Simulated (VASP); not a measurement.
A run of VASP 6.6.1 is set up as follows.

The input POSCAR:

```
AlGaN2
1.0
    3.1408770487      0.0000000000      0.0000000000
    0.0000000000      3.1408770487      0.0000000000
    0.0000000000      0.0000000000      4.4238379400
Al Ga N
1 1 2
Direct
    0.5000000000      0.5000000000      0.5000000000
    0.0000000000      0.0000000000      0.0000000000
    0.5000000000      0.0000000000      0.7382648100
    0.0000000000      0.5000000000      0.2617351900
```

File INCAR.step1:

```
SYSTEM = AlGaN2
PREC = Accurate
ENCUT = 520
ISMEAR = 0
SIGMA = 0.05
LREAL = .False.
LASPH = .True.
NELM = 80
NBANDS = 21
GGA = PE
ALGO = Normal
EDIFF = 1E-4
LWAVE = .True.
LCHARG = .False.
```

The input INCAR.step2:

```
SYSTEM = AlGaN2
PREC = Accurate
ENCUT = 520
EDIFF = 1E-6
ISMEAR = 0
SIGMA = 0.05
LREAL = .False.
LASPH = .True.
NELM = 80
ALGO = Normal
ISIF = 2
LWAVE = .False.
LCHARG = .True.
METAGGA = R2SCAN
LMIXTAU = .True.
LELF = .True.
LVHAR = .True.
NBANDS = 21
ISTART = 1
```

File KPOINTS:

```
regular mesh
0
Gamma
  8 8 6
  0 0 0
```

Potentials or basis: VASP PAW PBE potentials, release 64 (Al, Ga_d, N).

Launch:

```bash
$ cat potpaw_PBE.64/Al/POTCAR potpaw_PBE.64/Ga_d/POTCAR potpaw_PBE.64/N/POTCAR > POTCAR
$ cp INCAR.step1 INCAR
$ mpirun -np 1 vasp_std > vasp.out
$ cp INCAR.step2 INCAR
$ mpirun -np 1 vasp_std > vasp.out
```

Problem. Estimate the band gap on the k mesh.

Solution. 3.36 eV.

Problem. Predict the pressure.

Solution. -0.1 GPa.

Forces in eV/Å, atoms in the order of the input:
```
Al   0.000  0.000  0.000
Ga   0.000  0.000  0.000
N    0.000  0.000  0.003
N    0.000  0.000 -0.003
```

Caveat: the PAW data sets were made with another functional, which shifts forces and pressure a little. A k mesh can miss the band edges.
